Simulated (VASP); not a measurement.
**SrO: single point with PBE**

The system is SrO.

```xyz
2
Lattice="0.0000 2.3504 2.3504 2.3504 0.0000 2.3504 2.3504 2.3504 0.0000" Properties=species:S:1:pos:R:3 pbc="T T T"
Sr    0.0000    0.0000    0.0000
O     2.3504    2.3504    2.3504
```

```json
{
 "Program": "VASP 6.6.1",
 "Task": "single point",
 "Functional": "PBE",
 "Potentials or basis": "VASP PAW PBE potentials, release 64 (Sr_sv, O)",
 "Cutoff": "600 eV",
 "k mesh": "4 × 4 × 4",
 "Occupations": "gaussian, width 0.01 eV",
 "Spin": "no spin polarisation"
}
```

The pressure is 51.7 GPa and the band gap on the k mesh is 2.58 eV.

Levels at points of the mesh, in eV from the valence-band top:
| k point | band 6 | band 7 | band 8 | band 9 | band 10 | band 11 |
| --- | --- | --- | --- | --- | --- | --- |
| (0.00, 0.00, 0.00) | -0.31 | -0.31 | -0.31 | 5.93 | 6.36 | 6.36 |
| (0.50, 0.00, 0.00) | -3.05 | -2.13 | -2.13 | 7.42 | 10.12 | 10.12 |
| (0.50, 0.50, 0.00) | -0.09 | -0.09 | 0.00 | 2.58 | 9.80 | 11.68 |

Wall time 13 s on 1 thread of Intel Xeon 8259CL, on a shared host, peak memory 0.16 GiB.

Caveat: the k points lie up to 0.58 Å⁻¹ apart. A k mesh can miss the band edges.
